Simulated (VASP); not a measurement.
BaZrS3:

```
Ba Zr S
1.0
     7.13449    0.00000    0.00000
     0.00000   10.04182    0.00000
     0.00000    0.00000    7.06356
Ba Zr S
4 4 12
Cartesian
  0.3070 2.5105 0.0618
  3.2603 7.5314 3.5936
  3.8742 2.5105 3.4700
  6.8275 7.5314 7.0018
  0.0000 0.0000 3.5318
  3.5672 0.0000 0.0000
  3.5672 5.0209 0.0000
  0.0000 5.0209 3.5318
  7.0928 2.5105 3.9619
  3.6089 7.5314 0.4302
  3.5256 2.5105 6.6334
  0.0417 7.5314 3.1016
  1.5215 9.7223 5.5563
  2.0458 0.3195 2.0245
  5.0887 5.3405 5.0390
  5.6130 4.7014 1.5072
  5.6130 0.3195 1.5072
  5.0887 9.7223 5.0390
  2.0458 4.7014 2.0245
  1.5215 5.3405 5.5563
```

- Program: VASP 6.6.1
- Task: relaxation of cell and atoms
- Functional: PBEsol
- Potentials or basis: VASP PAW PBE potentials, release 64 (Ba_sv, Zr_sv, S)
- Cutoff: 600 eV
- k mesh: 4 × 4 × 4
- Occupations: gaussian, width 0.03 eV
- Spin: no spin polarisation

At the start: pressure -2.5 GPa; volume 25.30 Å³/atom.

Q: Where does the relaxation end?

A: Over 16 steps the energy falls by 7.3 meV/atom and the volume is 24.44 Å³/atom (-3.4 %); space group Pnma (No. 62, to 0.1 Å) before and after.

The path:
| step | energy change (eV) | largest force (eV/Å) | pressure (GPa) | volume (Å³) |
| --- | --- | --- | --- | --- |
| 1 | 0.0000 | 0.0762 | -2.52 | 506.06 |
| 2 | -0.0623 | 0.0657 | 2.06 | 477.47 |
| 3 | -0.1365 | 0.0480 | -0.01 | 489.29 |
| 4 | -0.1364 | 0.0473 | 0.05 | 488.96 |
| 5 | -0.1373 | 0.0445 | 0.05 | 488.92 |
| 6 | -0.1395 | 0.0364 | 0.05 | 488.82 |
| 7 | -0.1424 | 0.0225 | 0.06 | 488.62 |
| 8 | -0.1420 | 0.0452 | 0.08 | 488.21 |
| 9 | -0.1433 | 0.0298 | 0.07 | 488.44 |
| 10 | -0.1443 | 0.0233 | 0.02 | 488.75 |
| 11 | -0.1452 | 0.0138 | -0.10 | 489.42 |
| 12 | -0.1456 | 0.0135 | -0.01 | 488.88 |
| 13 | -0.1456 | 0.0140 | 0.02 | 488.67 |
| 14 | -0.1457 | 0.0131 | 0.02 | 488.67 |
| 15 | -0.1459 | 0.0122 | 0.02 | 488.68 |
| 16 | -0.1461 | 0.0096 | -0.01 | 488.90 |

Final structure:
```xyz
20
Lattice="7.0739 0.0000 0.0000 0.0000 9.9259 0.0000 0.0000 0.0000 6.9629" Properties=species:S:1:pos:R:3 pbc="T T T"
Ba    0.3528    2.4815    0.0750
Ba    3.1841    7.4444    3.5564
Ba    3.8898    2.4815    3.4065
Ba    6.7210    7.4444    6.8879
Zr    0.0000    0.0000    3.4814
Zr    3.5369    0.0000    0.0000
Zr    3.5369    4.9630    0.0000
Zr    0.0000    4.9630    3.4814
S     7.0417    2.4815    3.9263
S     3.5692    7.4444    0.4448
S     3.5047    2.4815    6.5181
S     0.0322    7.4444    3.0366
S     1.4955    9.5911    5.4910
S     2.0414    0.3349    2.0095
S     5.0325    5.2978    4.9533
S     5.5784    4.6281    1.4719
S     5.5784    0.3349    1.4719
S     5.0325    9.5911    4.9533
S     2.0414    4.6281    2.0095
S     1.4955    5.2978    5.4910
```

Caveat: the PAW data sets were made with another functional, which shifts forces and pressure a little.
